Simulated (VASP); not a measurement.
# Pr (Pm-3m) in VASP: single point with PBE

Aim: the single point of Pr with PBE.

Program: VASP 6.6.1. These are calculated values, not measurements. Logs are shortened: lines on timing, memory, paths and dates and some standing lists are left out, and cuts for length are marked.

### 1 The cell of the first run

Symmetry: Pm-3m, No. 221, cubic system. Conventional cell: a = 2.746 Å, b = 2.746 Å, c = 2.746 Å, α = 90.00°, β = 90.00°, γ = 90.00°. Pr (site symmetry m-3m) has 6 Pr at 2.75 Å within 3.6 Å.

### 2 Single point, PBE

INCAR

```
SYSTEM = Pr
PREC     = Accurate       ! precision mode
ENCUT    = 520            ! plane-wave cutoff, eV
EDIFF    = 1E-6           ! SCF threshold, eV
ISMEAR   = -1             ! smearing method
SIGMA    = 0.13605693000000002 ! smearing width, eV
LREAL    = .FALSE.        ! projectors in reciprocal space
LASPH    = .TRUE.         ! aspherical terms in the spheres
NELM     = 80             ! most SCF steps
ALGO     = Normal         ! electronic algorithm
ISIF     = 2              ! what is computed and relaxed
LWAVE    = .FALSE.        ! write WAVECAR
LCHARG   = .TRUE.         ! write CHGCAR
GGA      = PE             ! functional
LELF     = .TRUE.         ! ELF
LVHAR    = .TRUE.       
NBANDS   = 12             ! bands
```

KPOINTS

```
Automatic mesh
0
G
  12 12 12
  0 0 0
```

POSCAR

```
Pr
1.0
    2.7456791650      0.0000000000      0.0000000000
    0.0000000000      2.7456791650      0.0000000000
    0.0000000000      0.0000000000      2.7456791650
Pr
1
Direct
    0.0000000000      0.0000000000      0.0000000000
```

Potentials or basis: VASP PAW PBE potentials, release 64 (Pr).

Command:

```bash
$ cat potpaw_PBE.64/Pr/POTCAR > POTCAR
$ mpirun -np 1 vasp_std > vasp.out
```

OUTCAR:

```text
SYSTEM = Pr
   PREC = Accurate
   ENCUT = 520
   EDIFF = 1E-6
   ISMEAR = -1
   LREAL = .FALSE.
   LASPH = .TRUE.
   NELM = 80
   ISIF = 2
   GGA = PE

 ion  position               nearest neighbor table
   1  0.000  0.000  0.000-

  LATTYP: Found a simple cubic cell.
 ALAT       =     2.7456791650

  Lattice vectors:

 A1 = (   2.7456791650,   0.0000000000,   0.0000000000)
 A2 = (   0.0000000000,   2.7456791650,   0.0000000000)
 A3 = (   0.0000000000,   0.0000000000,   2.7456791650)

Analysis of symmetry for initial positions (statically):
=====================================================================
 Subroutine PRICEL returns:
 Original cell was already a primitive cell.

 Routine SETGRP: Setting up the symmetry group for a
 simple cubic supercell.

 Subroutine GETGRP returns: Found 48 space group operations
[... 9 lines left out ...]

 Routine SETGRP: Setting up the symmetry group for a
 simple cubic supercell.

 Subroutine GETGRP returns: Found 48 space group operations
[... 11 lines left out ...]
                                     Primitive cell

  volume of cell :      20.6990

  direct lattice vectors                    reciprocal lattice vectors
     2.745679165  0.000000000  0.000000000     0.364208613  0.000000000  0.000000000
     0.000000000  2.745679165  0.000000000     0.000000000  0.364208613  0.000000000
     0.000000000  0.000000000  2.745679165     0.000000000  0.000000000  0.364208613

  length of vectors
     2.745679165  2.745679165  2.745679165     0.364208613  0.364208613  0.364208613

  position of ions in fractional coordinates (direct lattice)
     0.000000000  0.000000000  0.000000000

  ion indices of the primitive-cell ions
   primitive index   ion index
                 1           1

----------------------------------------------------------------------------------------

 KPOINTS: Automatic mesh

Automatic generation of k-mesh.
 Grid dimensions read from file:
 generate k-points for:   12   12   12

 Generating k-lattice:

  Cartesian coordinates                     Fractional coordinates (reciprocal lattice)
     0.030350718  0.000000000  0.000000000     0.083333333  0.000000000  0.000000000
     0.000000000  0.030350718  0.000000000     0.000000000  0.083333333  0.000000000
     0.000000000  0.000000000  0.030350718     0.000000000  0.000000000  0.083333333

  Length of vectors
     0.030350718  0.030350718  0.030350718

  Shift w.r.t. Gamma in fractional coordinates (k-lattice)
     0.000000000  0.000000000  0.000000000

 Subroutine IBZKPT returns following result:
 ===========================================

 Found     84 irreducible k-points:

 Following reciprocal coordinates:
            Coordinates               Weight
  0.000000  0.000000  0.000000      1.000000
  0.083333  0.000000  0.000000      6.000000
  0.166667  0.000000  0.000000      6.000000
  0.250000  0.000000  0.000000      6.000000
  0.333333  0.000000  0.000000      6.000000
  0.416667  0.000000  0.000000      6.000000
[... 16 lines left out ...]
  0.333333  0.333333  0.000000     12.000000
  0.416667  0.333333  0.000000     24.000000
 [... further k-points ...]
   k-points           NKPTS =     84   k-points in BZ     NKDIM =     84   number of bands    NBANDS=     12
   number of dos      NEDOS =    301   number of ions     NIONS =      1
   total plane-waves  NPLWV =   8000
   dimension x,y,z NGX =    20 NGY =   20 NGZ =   20
   dimension x,y,z NGXF=    40 NGYF=   40 NGZF=   40
   ions per type =               1
   NGX,Y,Z   is equivalent  to a cutoff of  12.11, 12.11, 12.11 a.u.
   NGXF,Y,Z  is equivalent  to a cutoff of  24.22, 24.22, 24.22 a.u.
 SYSTEM =  Pr
   PREC   = accura    normal or accurate (medium, high low for compatibility)
   ISTART =      0    job   : 0-new  1-cont  2-samecut
   ICHARG =      2    charge: 1-file 2-atom 10-const
   ISPIN  =      1    spin polarized calculation?
   LNONCOLLINEAR =      F non collinear calculations
   LSORBIT =      F    spin-orbit coupling
   LASPH  =      T    aspherical Exc in radial PAW
   ENCUT  =  520.0 eV  38.22 Ry    6.18 a.u.   5.11  5.11  5.11*2*pi/ulx,y,z
   NELM   =     80;   NELMIN=  2; NELMDL= -5     # of ELM steps
   EDIFF  = 0.1E-05   stopping-criterion for ELM
   LREAL  =      F    real-space projection
   EDIFFG = 0.1E-04   stopping-criterion for IOM
   NSW    =      0    number of steps for IOM
   IBRION =     -1    ionic relax: 0-MD 1-quasi-New 2-CG
   NFREE  =      0    steps in history (QN), initial steepest desc. (CG)
   ISIF   =      2    stress and relaxation
   ISYM   =      2    0-nonsym 1-usesym 2-fastsym
   POTIM  = 0.5000    time-step for ionic-motion
   TEBEG  =    0.0;   TEEND  =   0.0 temperature during run
   PSTRESS=    0.0 pullay stress
   NELECT =      13.0000    total number of electrons
   NUPDOWN=      -1.0000    fix difference up-down
   EMIN   =  10.00;   EMAX   =-10.00  energy-range for DOS
   EFERMI =   0.00;   METHOD = LEGACY
   ISMEAR =    -1;   SIGMA  =   0.14  broadening in eV -4-tet -1-fermi 0-gaus
   EFERMI_NEDOS =   21; number of points for ismear=-14 and -15
   IALGO  =     38    algorithm
   IMIX   =      4    mixing-type and parameters
     AMIX     =   0.40;   BMIX     =  1.00
     AMIX_MAG =   1.60;   BMIX_MAG =  1.00
  volume/ion in A,a.u.               =      20.70       139.68
  Fermi-wavevector in a.u.,A,eV,Ry     =   1.401972  2.649344 26.742617  1.965527
  Thomas-Fermi vector in A             =   2.524781
   LORBIT       =      0    0 simple, 1 ext, 2 COOP (PROOUT), +10 PAW based schemes
   GGA     = PE    functional components
   LHFCALC =     F    Hartree Fock is set to
   AEXX    =    0.0000 exact exchange contribution
   IVDW    =     0    specifies the selected vdW correction
   LEPSILON=     F    determine dielectric tensor
   LRPA    =     F    only Hartree local field effects (RPA)
 non-spin polarized calculation
  energy-cutoff  :      520.00
  volume of cell :       20.70
 maximum number of plane-waves:       587
   NGX = 11   NGY = 11   NGZ = 11

 number of electron      13.0000000 magnetization

 Free energy of the ion-electron system (eV)
  ---------------------------------------------------
  ext. energy  EPLUGINS =         0.00000000
  ---------------------------------------------------
  free energy    TOTEN  =        -5.37821194 eV

  energy without entropy =       -5.15590393  energy(sigma->0) =       -5.26705793

 E-fermi :  10.6750     XC(G=0): -12.4305

 val. band max:       10.6686030744   @ k =   0.4167   0.2500   0.0000
 cond. band min:      10.6780888253   @ k =   0.4167   0.2500   0.2500
 fundamental gap:      0.0094857509
 Fermi energy:        10.6749619406

 k-point     1 :       0.0000    0.0000    0.0000
  band No.  band energies     occupation
      1     -26.0563      2.00000
      2      -4.8496      2.00000
      3      -4.8496      2.00000
      4      -4.8496      2.00000
      5       8.6750      2.00000
      6       8.7322      2.00000
      7       8.7322      2.00000
      8      11.1801      0.04765
      9      11.1801      0.04765
     10      11.1801      0.04765
     11      11.8016      0.00051
     12      11.8016      0.00051

 k-point     2 :       0.0833    0.0000    0.0000
  band No.  band energies     occupation
      1     -25.9990      2.00000
      2      -5.3488      2.00000
      3      -4.8065      2.00000
      4      -4.8065      2.00000
      5       8.7770      2.00000
      6       8.7944      2.00000
      7       9.3920      1.99984
      8      11.1615      0.05446
      9      11.1996      0.04143
     10      11.2000      0.04130
     11      11.8119      0.00047
     12      11.8488      0.00036

 k-point     3 :       0.1667    0.0000    0.0000
  band No.  band energies     occupation
      1     -25.8379      2.00000
      2      -6.5432      2.00000
      3      -4.6870      2.00000
      4      -4.6870      2.00000
      5       8.9745      1.99999
      6       9.0069      1.99999
      7      10.8279      0.49040
      8      11.1033      0.08234
      9      11.2551      0.02775
     10      11.2551      0.02775
     11      11.8462      0.00036
     12      11.8469      0.00036

 k-point     4 :       0.2500    0.0000    0.0000
  band No.  band energies     occupation
      1     -25.6055      2.00000
      2      -7.9221      2.00000
      3      -4.5184      2.00000
      4      -4.5184      2.00000
      5       9.2526      1.99994
      6       9.3512      1.99988
      7      10.9993      0.16886
      8      11.3357      0.01544
      9      11.3357      0.01544
     10      11.3997      0.00967
     11      11.8521      0.00035
     12      11.9166      0.00022

 k-point     5 :       0.3333    0.0000    0.0000
  band No.  band energies     occupation
      1     -25.3566      2.00000
      2      -9.1273      2.00000
      3      -4.3433      2.00000
      4      -4.3433      2.00000
      5       9.5956      1.99928
      6       9.7395      1.99794
      7      10.8401      0.45808
      8      11.4179      0.00847
      9      11.4179      0.00847
     10      11.5137      0.00420
     11      11.8008      0.00051
     12      12.0409      0.00009

 k-point     6 :       0.4167    0.0000    0.0000
  band No.  band energies     occupation
      1     -25.1622      2.00000
      2      -9.9390      2.00000
      3      -4.2107      2.00000
      4      -4.2107      2.00000
      5       9.9591      1.98968
      6      10.0557      1.97912
      7      10.6181      1.20583
      8      11.4744      0.00560
      9      11.4744      0.00560
     10      11.5824      0.00254
     11      11.7641      0.00067
     12      12.2071      0.00003

 k-point     7 :       0.5000    0.0000    0.0000
  band No.  band energies     occupation
      1     -25.0881      2.00000
      2     -10.2251      2.00000
      3      -4.1611      2.00000
      4      -4.1611      2.00000
      5      10.1776      1.94960
      6      10.2396      1.92168
      7      10.3911      1.77907
      8      11.4935      0.00486
      9      11.4935      0.00486
     10      11.6163      0.00198
     11      11.7510      0.00074
     12      12.2997      0.00001

 k-point     8 :       0.0833    0.0833    0.0000
  band No.  band energies     occupation
      1     -25.9418      2.00000
      2      -5.3163      2.00000
      3      -5.2905      2.00000
      4      -4.7637      2.00000
      5       8.8549      2.00000
      6       9.3866      1.99985
      7       9.5115      1.99961
      8      11.1580      0.05582
      9      11.1883      0.04493
     10      11.2195      0.03590
     11      11.7611      0.00068
     12      11.9597      0.00016
[... 166 lines left out ...]
 k-point    20 :       0.3333    0.2500    0.0000
  band No.  band energies     occupation
      1     -24.9114      2.00000
      2      -8.6904      2.00000
      3      -7.2767      2.00000
      4      -4.0262      2.00000
      5       9.0536      1.99999
      6      10.0640      1.97782
      7      10.7818      0.62624
      8      11.4079      0.00911
      9      11.6108      0.00206
     10      11.6425      0.00163
     11      11.9696      0.00015
     12      12.1117      0.00005

 k-point    21 :       0.4167    0.2500    0.0000
  band No.  band energies     occupation
      1     -24.7188      2.00000
      2      -9.4905      2.00000
      3      -7.1017      2.00000
      4      -3.8976      2.00000
      5       8.4930      2.00000
      6      10.2829      1.89383
      7      10.6686      1.02336
      8      11.5622      0.00294
      9      11.6022      0.00219
     10      11.7161      0.00095
     11      12.0695      0.00007
     12      12.1071      0.00005

 k-point    22 :       0.5000    0.2500    0.0000
  band No.  band energies     occupation
      1     -24.6454      2.00000
      2      -9.7729      2.00000
      3      -7.0354      2.00000
      4      -3.8497      2.00000
      5       8.2809      2.00000
      6      10.4314      1.71392
      7      10.5623      1.39196
      8      11.5447      0.00334
      9      11.7395      0.00080
     10      11.7609      0.00068
     11      11.9030      0.00024
     12      12.3129      0.00001

 k-point    23 :       0.3333    0.3333    0.0000
  band No.  band energies     occupation
      1     -24.6659      2.00000
      2      -8.4742      2.00000
      3      -8.4268      2.00000
      4      -3.8592      2.00000
      5       8.0920      2.00000
      6      10.2228      1.93042
      7      10.7161      0.85004
      8      11.4950      0.00481
      9      11.5319      0.00367
     10      11.7819      0.00059
     11      12.0894      0.00006
     12      12.1723      0.00003

 k-point    24 :       0.4167    0.3333    0.0000
  band No.  band energies     occupation
      1     -24.4743      2.00000
      2      -9.2445      2.00000
      3      -8.2646      2.00000
      4      -3.7331      2.00000
      5       7.3775      2.00000
      6      10.3787      1.79636
      7      10.6311      1.15984
      8      11.4777      0.00546
      9      11.6151      0.00199
     10      11.8820      0.00028
     11      11.9041      0.00024
     12      12.3509      0.00001

 [... further k-points ...]
[... 5 lines left out ...]
  --------------------------------------------------------------------------------------
  -------------------------------------------------------------------------------------
  Total       -0.1583271     -0.1583271     -0.1583271     -0.0000000     -0.0000000      0.0000000
  in kB      -12.2550918    -12.2550918    -12.2550918     -0.0000000     -0.0000000      0.0000000
  external PRESSURE =     -12.2550918 kB  Pullay stress =       0.0000000 kB

 VOLUME and BASIS-vectors are now :
 -----------------------------------------------------------------------------
  energy-cutoff  :      520.00
  volume of cell :       20.70
      direct lattice vectors                 reciprocal lattice vectors
     2.745679165  0.000000000  0.000000000     0.364208613  0.000000000  0.000000000
     0.000000000  2.745679165  0.000000000     0.000000000  0.364208613  0.000000000
     0.000000000  0.000000000  2.745679165     0.000000000  0.000000000  0.364208613

 POSITION                                       TOTAL-FORCE (eV/Angst)
 -----------------------------------------------------------------------------------
      0.00000      0.00000      0.00000         0.000000      0.000000      0.000000
 -----------------------------------------------------------------------------------
    total drift:                                0.000000     -0.000000     -0.000000

  FREE ENERGIE OF THE ION-ELECTRON SYSTEM (eV)
  ---------------------------------------------------
  free  energy   TOTEN  =        -5.3782119395 eV

  energy  without entropy=       -5.1559039262  energy(sigma->0) =       -5.26705793
```

Wall time 19 s (1 thread of AMD EPYC 7R13 (Zen 3), shared host); peak memory 0.12 GiB.

What came out:

| Property | Result |
| --- | --- |
| Free energy | -5.3782 eV |
| Pressure | -1.2 GPa |

Levels at points of the mesh, in eV from the Fermi level:
```tsv
k point	band 3	band 4	band 5	band 6	band 7	band 8	band 9	band 10	band 11	band 12
(0.00, 0.00, 0.00)	-15.52	-15.52	-2.00	-1.94	-1.94	0.51	0.51	0.51	1.13	1.13
(0.50, 0.00, 0.00)	-14.84	-14.84	-0.50	-0.44	-0.28	0.82	0.82	0.94	1.08	1.62
(0.50, 0.50, 0.00)	-19.93	-14.19	-4.65	-0.14	-0.14	0.71	1.05	1.05	1.45	1.71
(0.50, 0.50, 0.50)	-19.07	-19.07	-2.38	-2.38	-2.38	-0.56	0.88	0.88	0.88	1.31
```

Caveat: spin-orbit coupling is left out, which moves the levels of the heavy elements.
